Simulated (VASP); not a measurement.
## In: single point with PBEsol

In:

```xyz
3
Lattice="1.6471 0.9509 8.0965 -1.6471 0.9509 8.0965 0.0000 -1.9019 8.0965" Properties=species:S:1:pos:R:3 pbc="T T T"
In    0.0000    0.0000    5.3920
In    0.0000    0.0000   18.8976
In    0.0000    0.0000    0.0000
```

```json
{"Program": "VASP 6.6.1", "Task": "single point", "Functional": "PBEsol", "Potentials or basis": "VASP PAW PBE potentials, release 64 (In_d)", "Cutoff": "520 eV", "k mesh": "9 × 9 × 9", "Occupations": "fermi-dirac, width 0.05 eV", "Spin": "no spin polarisation", "Dipole correction": "no", "Further INCAR settings": "ALGO = Fast; EDIFF = 1e-07; NBANDS = 26"}
```

```
Pressure               : 0.6 GPa
Largest force          : 0.010 eV/Å
Band gap on the k mesh : zero (an odd number of electrons rules out a gap without spin polarisation)
```

Forces in eV/Å, atoms in the order of the input:
```
In   0.000  0.000 -0.010
In   0.000  0.000  0.010
In   0.000  0.000  0.000
```

Stress tensor (GPa, compression positive):
```
0.76 0.00 0.00
0.00 0.76 0.00
0.00 0.00 0.13
```

Levels at points of the mesh, in eV from the Fermi level:
```tsv
k point	band 15	band 16	band 17	band 18	band 19	band 20	band 21	band 22	band 23	band 24
(0.00, 0.00, 0.00)	-14.27	-9.78	-7.24	-7.22	0.51	0.53	9.04	9.04	9.12	9.12
```

Run time: 27 min on 1 thread of Intel(R) Xeon(R) Platinum 8375C CPU @ 2.90GHz (Ice Lake), with other jobs on the host, peak memory 0.62 GiB.

Caveat: the PAW data sets were made with another functional, which shifts forces and pressure a little; spin-orbit coupling is left out, which moves the levels of the heavy elements.
